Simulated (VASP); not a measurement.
# GaP (F-43m) in VASP: notebook

GaP is run at these levels: r2SCAN; tasks: single point.

Everything below comes from runs of VASP 6.6.1. Logs are shortened: lines on timing, memory, paths and dates and some standing lists are left out, and cuts for length are marked.

**The experiment to reproduce.**

“Stacking defects in GaP nanowires: Electronic structure and optical properties”, 2018, arxiv:1810.01194 quotes, for a bulk crystal of GaP at 10 K: band gap 2.34 eV (indirect).

How close the calculation comes is told below.

## 1. The cell of the first run

Symmetry: F-43m, No. 216, cubic system. The conventional cell has a = 5.451 Å, b = 5.451 Å, c = 5.451 Å, α = 90.00°, β = 90.00°, γ = 90.00°. Ga (site symmetry -43m) has 4 P at 2.36 Å within 3.1 Å. Within 3.1 Å of P (site symmetry -43m) lie 4 Ga at 2.36 Å.

## 2. Single point, r2SCAN

Input file POSCAR:

```
GaP
1.0
    0.0000000000      2.7254102088      2.7254102088
    2.7254102088      0.0000000000      2.7254102088
    2.7254102088      2.7254102088      0.0000000000
Ga P
1 1
Direct
    0.0000000000      0.0000000000      0.0000000000
    0.2500000000      0.2500000000      0.2500000000
```

Input file INCAR.step1:

```
PREC     = Accurate       # precision mode
ENCUT    = 520            # plane-wave cutoff, eV
ISMEAR   = 0              # smearing method
SIGMA    = 0.01           # smearing width, eV
LREAL    = False          # projectors in reciprocal space
LASPH    = True           # aspherical terms in the spheres
NELM     = 80             # most SCF steps
NBANDS   = 16             # bands
GGA      = PE             # functional
ALGO     = Normal         # electronic algorithm
EDIFF    = 1E-4           # SCF threshold, eV
LWAVE    = True           # write WAVECAR
LCHARG   = False          # write CHGCAR
```

Input file INCAR.step2:

```
PREC     = Accurate       # precision mode
ENCUT    = 520            # plane-wave cutoff, eV
EDIFF    = 1E-7           # SCF threshold, eV
ISMEAR   = 0              # smearing method
SIGMA    = 0.01           # smearing width, eV
LREAL    = False          # projectors in reciprocal space
LASPH    = True           # aspherical terms in the spheres
NELM     = 80             # most SCF steps
ALGO     = Normal         # electronic algorithm
ISIF     = 2              # what is computed and relaxed
LWAVE    = False          # write WAVECAR
LCHARG   = False          # write CHGCAR
METAGGA  = R2SCAN         # meta-GGA
LMIXTAU  = True         
NBANDS   = 16             # bands
ISTART   = 1
```

Input file KPOINTS:

```
Automatic mesh
0
Gamma
  2 2 2
```

Potentials or basis: VASP PAW PBE potentials, release 64 (Ga_d, P).

Started as:

```console
$ cat potpaw_PBE.64/Ga_d/POTCAR potpaw_PBE.64/P/POTCAR > POTCAR
$ cp INCAR.step1 INCAR
$ mpirun -np 1 vasp_std > vasp.out
$ cp INCAR.step2 INCAR
$ mpirun -np 1 vasp_std > vasp.out
```

OUTCAR:

```text
PREC = Accurate
   ENCUT = 520
   EDIFF = 1E-7
   ISMEAR = 0
   LREAL = False
   LASPH = True
   NELM = 80
   ISIF = 2
   METAGGA = R2SCAN
   ISTART = 1

 ion  position               nearest neighbor table
   1  0.000  0.000  0.000-   2 2.36   2 2.36   2 2.36   2 2.36
   2  0.250  0.250  0.250-   1 2.36   1 2.36   1 2.36   1 2.36

  LATTYP: Found a face centered cubic cell.
 ALAT       =     5.4508204176

  Lattice vectors:

 A1 = (   0.0000000000,   2.7254102088,   2.7254102088)
 A2 = (   2.7254102088,   0.0000000000,   2.7254102088)
 A3 = (   2.7254102088,   2.7254102088,   0.0000000000)

Analysis of symmetry for initial positions (statically):
=====================================================================
 Subroutine PRICEL returns:
 Original cell was already a primitive cell.

 Routine SETGRP: Setting up the symmetry group for a
 face centered cubic supercell.

 Subroutine GETGRP returns: Found 24 space group operations
 (whereof 24 operations were pure point group operations)
 out of a pool of 48 trial point group operations.

The static configuration has the point symmetry T_d .

Analysis of symmetry for dynamics (positions and initial velocities):
=====================================================================
 Subroutine PRICEL returns:
 Original cell was already a primitive cell.

 Routine SETGRP: Setting up the symmetry group for a
 face centered cubic supercell.

 Subroutine GETGRP returns: Found 24 space group operations
 (whereof 24 operations were pure point group operations)
 out of a pool of 48 trial point group operations.

The dynamic configuration has the point symmetry T_d .

 Subroutine INISYM returns: Found 24 space group operations
 (whereof 24 operations are pure point group operations),
 and found     1 'primitive' translations

----------------------------------------------------------------------------------------

                                     Primitive cell

  volume of cell :      40.4879

  direct lattice vectors                    reciprocal lattice vectors
     0.000000000  2.725410209  2.725410209    -0.183458622  0.183458622  0.183458622
     2.725410209  0.000000000  2.725410209     0.183458622 -0.183458622  0.183458622
     2.725410209  2.725410209  0.000000000     0.183458622  0.183458622 -0.183458622

  length of vectors
     3.854312080  3.854312080  3.854312080     0.317759654  0.317759654  0.317759654

  position of ions in fractional coordinates (direct lattice)
     0.000000000  0.000000000  0.000000000
     0.250000000  0.250000000  0.250000000

  ion indices of the primitive-cell ions
   primitive index   ion index
                 1           1
                 2           2

----------------------------------------------------------------------------------------

 KPOINTS: Automatic mesh

Automatic generation of k-mesh.
 Grid dimensions read from file:
 generate k-points for:    2    2    2

 Generating k-lattice:

  Cartesian coordinates                     Fractional coordinates (reciprocal lattice)
    -0.091729311  0.091729311  0.091729311     0.500000000  0.000000000  0.000000000
     0.091729311 -0.091729311  0.091729311     0.000000000  0.500000000  0.000000000
     0.091729311  0.091729311 -0.091729311     0.000000000  0.000000000  0.500000000

  Length of vectors
     0.158879827  0.158879827  0.158879827

  Shift w.r.t. Gamma in fractional coordinates (k-lattice)
     0.000000000  0.000000000  0.000000000

 Subroutine IBZKPT returns following result:
 ===========================================

 Found      3 irreducible k-points:

 Following reciprocal coordinates:
            Coordinates               Weight
  0.000000  0.000000  0.000000      1.000000
  0.500000  0.000000  0.000000      4.000000
  0.500000  0.500000  0.000000      3.000000
   k-points           NKPTS =      3   k-points in BZ     NKDIM =      3   number of bands    NBANDS=     16
   number of dos      NEDOS =    301   number of ions     NIONS =      2
   total plane-waves  NPLWV =  27000
   dimension x,y,z NGX =    30 NGY =   30 NGZ =   30
   dimension x,y,z NGXF=    60 NGYF=   60 NGZF=   60
   ions per type =               1   1
   NGX,Y,Z   is equivalent  to a cutoff of  12.94, 12.94, 12.94 a.u.
   NGXF,Y,Z  is equivalent  to a cutoff of  25.88, 25.88, 25.88 a.u.
 SYSTEM =  unknown system
   PREC   = accura    normal or accurate (medium, high low for compatibility)
   ISTART =      1    job   : 0-new  1-cont  2-samecut
   ICHARG =      0    charge: 1-file 2-atom 10-const
   ISPIN  =      1    spin polarized calculation?
   LNONCOLLINEAR =      F non collinear calculations
   LSORBIT =      F    spin-orbit coupling
   LASPH  =      T    aspherical Exc in radial PAW
   ENCUT  =  520.0 eV  38.22 Ry    6.18 a.u.   7.17  7.17  7.17*2*pi/ulx,y,z
   NELM   =     80;   NELMIN=  2; NELMDL=  0     # of ELM steps
   EDIFF  = 0.1E-06   stopping-criterion for ELM
   LREAL  =      F    real-space projection
   EDIFFG = 0.1E-05   stopping-criterion for IOM
   NSW    =      0    number of steps for IOM
   IBRION =     -1    ionic relax: 0-MD 1-quasi-New 2-CG
   NFREE  =      0    steps in history (QN), initial steepest desc. (CG)
   ISIF   =      2    stress and relaxation
   ISYM   =      2    0-nonsym 1-usesym 2-fastsym
   POTIM  = 0.5000    time-step for ionic-motion
   TEBEG  =    0.0;   TEEND  =   0.0 temperature during run
   PSTRESS=    0.0 pullay stress
   NELECT =      18.0000    total number of electrons
   NUPDOWN=      -1.0000    fix difference up-down
   EMIN   =  10.00;   EMAX   =-10.00  energy-range for DOS
   EFERMI =   0.00;   METHOD = LEGACY
   ISMEAR =     0;   SIGMA  =   0.01  broadening in eV -4-tet -1-fermi 0-gaus
   EFERMI_NEDOS =   21; number of points for ismear=-14 and -15
   IALGO  =     38    algorithm
   IMIX   =      4    mixing-type and parameters
     AMIX     =   0.40;   BMIX     =  1.00
     AMIX_MAG =   1.60;   BMIX_MAG =  1.00
  volume/ion in A,a.u.               =      20.24       136.61
  Fermi-wavevector in a.u.,A,eV,Ry     =   1.249464  2.361145 21.240879  1.561161
  Thomas-Fermi vector in A             =   2.383503
   LORBIT       =      0    0 simple, 1 ext, 2 COOP (PROOUT), +10 PAW based schemes
   METAGGA = R2SCAN    functional components
   LHFCALC =     F    Hartree Fock is set to
   AEXX    =    0.0000 exact exchange contribution
   IVDW    =     0    specifies the selected vdW correction
   LEPSILON=     F    determine dielectric tensor
   LRPA    =     F    only Hartree local field effects (RPA)
 non-spin polarized calculation
 Gauss-broadening in eV      SIGMA  =   0.01
  energy-cutoff  :      520.00
  volume of cell :       40.49
 maximum number of plane-waves:      1106
 NGX is ok and might be reduce to    30
   NGX = 15   NGY = 15   NGZ = 15

 number of electron      17.9999989 magnetization

 Free energy of the ion-electron system (eV)
  ---------------------------------------------------
  ext. energy  EPLUGINS =         0.00000000
  ---------------------------------------------------
  free energy    TOTEN  =       -19.24593204 eV

  energy without entropy =      -19.24593204  energy(sigma->0) =      -19.24593204

 E-fermi :   4.8563     XC(G=0): -10.4003

 val. band max:        4.8029397348   @ k =   0.0000   0.0000   0.0000
 cond. band min:       6.4775598662   @ k =   0.5000   0.5000   0.0000
 fundamental gap:      1.6746201314
 Fermi energy:         4.8562594093

 k-point     1 :       0.0000    0.0000    0.0000
  band No.  band energies     occupation
      1     -10.5591      2.00000
      2     -10.5591      2.00000
      3     -10.5591      2.00000
      4     -10.4524      2.00000
      5     -10.4524      2.00000
      6      -8.2406      2.00000
[... 8 lines left out ...]
     15      14.8919      0.00000
     16      14.8919      0.00000

 k-point     2 :       0.5000    0.0000    0.0000
  band No.  band energies     occupation
      1     -10.6353      2.00000
      2     -10.5330      2.00000
      3     -10.5330      2.00000
      4     -10.4449      2.00000
      5     -10.4448      2.00000
      6      -6.0479      2.00000
[... 8 lines left out ...]
     15      16.9659      0.00000
     16      16.9659      0.00000

 k-point     3 :       0.5000    0.5000    0.0000
  band No.  band energies     occupation
      1     -10.6723      2.00000
      2     -10.4916      2.00000
      3     -10.4916      2.00000
      4     -10.4879      2.00000
      5     -10.4297      2.00000
      6      -5.0692      2.00000
[... 8 lines left out ...]
     15      17.6790      0.00000
     16      18.3621      0.00000

------------------------ aborting loop because EDIFF is reached ----------------------------------------

  FORCE on cell =-STRESS in cart. coord.  units (eV):
  Direction    XX          YY          ZZ          XY          YZ          ZX
  --------------------------------------------------------------------------------------
  -------------------------------------------------------------------------------------
  Total        1.7753024      1.7753024      1.7753024      0.0000000     -0.0000000      0.0000000
  in kB       70.2517747     70.2517747     70.2517747      0.0000000     -0.0000000      0.0000000
  external PRESSURE =      70.2517747 kB  Pullay stress =       0.0000000 kB

 VOLUME and BASIS-vectors are now :
 -----------------------------------------------------------------------------
  energy-cutoff  :      520.00
  volume of cell :       40.49
      direct lattice vectors                 reciprocal lattice vectors
     0.000000000  2.725410209  2.725410209    -0.183458622  0.183458622  0.183458622
     2.725410209  0.000000000  2.725410209     0.183458622 -0.183458622  0.183458622
     2.725410209  2.725410209  0.000000000     0.183458622  0.183458622 -0.183458622

 POSITION                                       TOTAL-FORCE (eV/Angst)
 -----------------------------------------------------------------------------------
      0.00000      0.00000      0.00000         0.000000      0.000000      0.000000
      1.36271      1.36271      1.36271        -0.000000     -0.000000     -0.000000
 -----------------------------------------------------------------------------------
    total drift:                                0.000012      0.000012      0.000012

  FREE ENERGIE OF THE ION-ELECTRON SYSTEM (eV)
  ---------------------------------------------------
  free  energy   TOTEN  =       -19.2459320358 eV

  energy  without entropy=      -19.2459320358  energy(sigma->0) =      -19.24593204
```

Wall time 14 s (1 thread of Intel Xeon 6975P-C (Granite Rapids), shared host); peak memory 0.16 GiB.

Results:

| Quantity | Value |
| --- | --- |
| Free energy | -19.2459 eV |
| Pressure | 7.0 GPa |
| Band gap on the k mesh | 1.67 eV, indirect (least direct gap 2.30 eV) |

Caveat: the k points lie up to 1.00 Å⁻¹ apart; the PAW data sets were made with another functional, which shifts forces and pressure a little.

## 3. Single point, r2SCAN

POSCAR is that of step 2.

Input file INCAR.step1:

```
PREC = Accurate
ENCUT = 520
ISMEAR = 0
SIGMA = 0.01
LREAL = F
LASPH = T
NELM = 60
NBANDS = 16
GGA = PE
ALGO = Normal
EDIFF = 1E-4
LWAVE = T
LCHARG = F
```

Input file INCAR.step2:

```
PREC = Accurate
ENCUT = 520
EDIFF = 1E-7
ISMEAR = 0
SIGMA = 0.01
LREAL = F
LASPH = T
NELM = 60
ALGO = Normal
ISIF = 2
LWAVE = F
LCHARG = F
METAGGA = R2SCAN
LMIXTAU = T
NBANDS = 16
ISTART = 1
```

Input file KPOINTS:

```
Automatic mesh
0
Gamma
  4 4 4
```

Potentials or basis: VASP PAW PBE potentials, release 64 (Ga_d, P).

Started as:

```console
$ cat potpaw_PBE.64/Ga_d/POTCAR potpaw_PBE.64/P/POTCAR > POTCAR
$ cp INCAR.step1 INCAR
$ mpirun -np 1 vasp_std > vasp.out
$ cp INCAR.step2 INCAR
$ mpirun -np 1 vasp_std > vasp.out
```

Run time: 20 s. Hardware: 1 thread of Intel Xeon 6975P-C (Granite Rapids), shared host; peak memory 0.17 GiB.

It converged, with:

```
Free energy            : -21.3322 eV
Pressure               : 0.4 GPa
Band gap on the k mesh : 1.88 eV, indirect (least direct gap 2.34 eV)
```

Levels at points of the mesh, in eV from the valence-band top:
```csv
k point,band 5,band 6,band 7,band 8,band 9,band 10,band 11,band 12,band 13,band 14
"(0.00, 0.00, 0.00)",-14.92,-13.02,0.00,0.00,0.00,2.34,4.17,4.17,4.17,9.42
"(0.50, 0.00, 0.00)",-14.91,-10.86,-6.86,-1.17,-1.17,2.02,5.03,5.03,8.80,11.63
"(0.50, 0.50, 0.00)",-14.90,-9.92,-6.97,-2.81,-2.81,1.88,2.08,11.34,11.34,12.00
```

Caveat: the k points lie up to 0.50 Å⁻¹ apart; the PAW data sets were made with another functional, which shifts forces and pressure a little.

## 4. Single point, r2SCAN

POSCAR is that of step 3.

Input file INCAR.step1:

```
ALGO = Normal ; EDIFF = 1E-4
ENCUT = 520 ; GGA = PE
ISMEAR = 0 ; LASPH = True
LCHARG = False ; LREAL = False
LWAVE = True ; NBANDS = 16
NELM = 60 ; PREC = Accurate
SIGMA = 0.01
```

Input file INCAR.step2:

```
ALGO = Normal ; EDIFF = 1E-6
ENCUT = 520 ; ISIF = 2
ISMEAR = 0 ; ISTART = 1
LASPH = True ; LCHARG = True
LELF = True ; LMIXTAU = True
LREAL = False ; LVHAR = True
LWAVE = False ; METAGGA = R2SCAN
NBANDS = 16 ; NELM = 60
PREC = Accurate ; SIGMA = 0.01
```

Input file KPOINTS:

```
k-points
0
Gamma
  6 6 6
```

Started as:

```console
$ cat potpaw_PBE.64/Ga_d/POTCAR potpaw_PBE.64/P/POTCAR > POTCAR
$ cp INCAR.step1 INCAR
$ mpirun -np 1 vasp_std > vasp.out
$ cp INCAR.step2 INCAR
$ mpirun -np 1 vasp_std > vasp.out
```

It took 32 s on 1 thread of Intel Xeon 6975P-C (Granite Rapids), shared host; peak memory 0.17 GiB.

Results (log left out):

```yaml
Free_energy: -21.4510 eV
Pressure: 0.0 GPa
Band_gap_on_the_k_mesh: 1.91 eV, indirect (least direct gap 2.34 eV)
```

Levels at points of the mesh, in eV from the valence-band top:
| k point | band 5 | band 6 | band 7 | band 8 | band 9 | band 10 | band 11 | band 12 | band 13 | band 14 |
| --- | --- | --- | --- | --- | --- | --- | --- | --- | --- | --- |
| (0.00, 0.00, 0.00) | -14.88 | -13.02 | 0.00 | 0.00 | 0.00 | 2.34 | 4.19 | 4.19 | 4.19 | 9.46 |
| (0.50, 0.00, 0.00) | -14.87 | -10.86 | -6.85 | -1.17 | -1.17 | 2.04 | 5.05 | 5.05 | 8.83 | 11.64 |
| (0.50, 0.50, 0.00) | -14.86 | -9.92 | -6.96 | -2.80 | -2.80 | 1.91 | 2.10 | 11.35 | 11.35 | 12.01 |

Caveat: the PAW data sets were made with another functional, which shifts forces and pressure a little.

[end of part 1 of 2]
